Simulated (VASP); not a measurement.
Wanted: the native input for a VASP 6.6.1 run.

```yaml
Task: single point
Functional: HSE06
Potentials_or_basis: VASP PAW PBE potentials, release 64 (B, N)
Cutoff: 520 eV
k_mesh: 9 × 9 × 4
Occupations: gaussian, width 0.01 eV
Spin: no spin polarisation
Dipole_correction: no
Grid_for_exact_exchange_PRECFOCK: Normal
Further_INCAR_settings: ALGO = Normal; EDIFF = 1e-06; NBANDS = 16
Share_of_exact_exchange: 0.25
Screening_parameter: 0.2079 1/Å
```

The system is BN.

```
CELL_PARAMETERS angstrom
2.54395 0.00000 0.00000
-1.27198 2.20313 0.00000
0.00000 0.00000 4.37613
ATOMIC_POSITIONS crystal
B 0.33333 0.66667 0.99903
B 0.66667 0.33333 0.49903
N 0.33333 0.66667 0.37597
N 0.66667 0.33333 0.87597
```

This cell differs from its parent crystal: uniaxial z strain +4.0%.

One way to write it, as run:

POSCAR

```
BN
1.0
    2.5439500026      0.0000000000      0.0000000000
   -1.2719750013      2.2031253282      0.0000000000
    0.0000000000      0.0000000000      4.3761279520
B N
2 2
Direct
    0.3333333333      0.6666666667     -0.0009744033
    0.6666666667      0.3333333333      0.4990255967
    0.3333333333      0.6666666667      0.3759744033
    0.6666666667      0.3333333333      0.8759744033
```

INCAR.step1

```
SYSTEM = BN
ALGO = Normal
EDIFF = 1E-5
ENCUT = 520
GGA = PE
GGA_COMPAT = .FALSE.
ISIF = 2
ISMEAR = 0
LASPH = .TRUE.
LREAL = .FALSE.
LWAVE = .TRUE.
NBANDS = 16
NELM = 120
PREC = Accurate
SIGMA = 0.01
```

INCAR.step2

```
SYSTEM = BN
ALGO = Normal
EDIFF = 1E-6
ENCUT = 520
GGA = PE
GGA_COMPAT = .FALSE.
HFSCREEN = 0.2079
ISIF = 2
ISMEAR = 0
ISTART = 1
LASPH = .TRUE.
LCHARG = .TRUE.
LELF = .TRUE.
LHFCALC = .TRUE.
LREAL = .FALSE.
LVHAR = .TRUE.
LWAVE = .FALSE.
NBANDS = 16
NELM = 120
PREC = Accurate
PRECFOCK = Normal
SIGMA = 0.01
```

KPOINTS

```
k-points
0
G
  9 9 4
  0 0 0
```

Potentials or basis: VASP PAW PBE potentials, release 64 (B, N).

Command:

```console
$ cat potpaw_PBE.64/B/POTCAR potpaw_PBE.64/N/POTCAR > POTCAR
$ cp INCAR.step1 INCAR
$ mpirun -np 1 vasp_std > vasp.out
$ cp INCAR.step2 INCAR
$ mpirun -np 1 vasp_std > vasp.out
```

It gave:

```
Pressure               : -17.2 GPa
Largest force          : 0.041 eV/Å
Band gap on the k mesh : 6.60 eV (least direct gap 8.72 eV)
```

Caveat: the cell differs from its parent crystal (uniaxial z strain +4.0%); the stress differs along the axes, from -40 to -6 GPa; the structure was generated, so it needn't be the stable form of BN; the PAW data sets were made with another functional, which shifts forces and pressure a little.

Wall time 56 min on 1 thread of Intel(R) Xeon(R) Platinum 8259CL CPU @ 2.50GHz (Skylake/Cascade Lake), with other jobs on the host, peak memory 0.26 GiB.
